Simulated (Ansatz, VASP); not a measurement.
## HfRu in VASP and in Ansatz

```xyz
2
Lattice="3.2674 0.0000 0.0000 0.0000 3.2674 0.0000 0.0000 0.0000 3.2674" Properties=species:S:1:pos:R:3 pbc="T T T"
Hf    0.0000    0.0000    0.0000
Ru    1.6337    1.6337    1.6337
```

Change from the starting cell: volume scaled by 1.04.

Alike in both runs: task single point; functional PBEsol; k mesh 11 × 11 × 11; occupations fermi-dirac, width 0.08 eV; no spin polarisation.

|  | VASP | Ansatz |
| --- | --- | --- |
| version | VASP 6.6.1 | Ansatz 0.2.0 |
| potentials or method | VASP PAW PBE potentials, release 64 (Hf_pv, Ru_pv), cutoff 520 eV | all-electron LAPW, scalar-relativistic |

```tsv
	VASP	Ansatz	Ansatz less VASP
pressure (GPa)	-11.2	-10.2	+1.01
```

VASP's potentials were made for PBE, not for PBEsol. Ansatz ran all-electron here, and VASP with PAW potentials.

Spin-orbit coupling is off throughout.
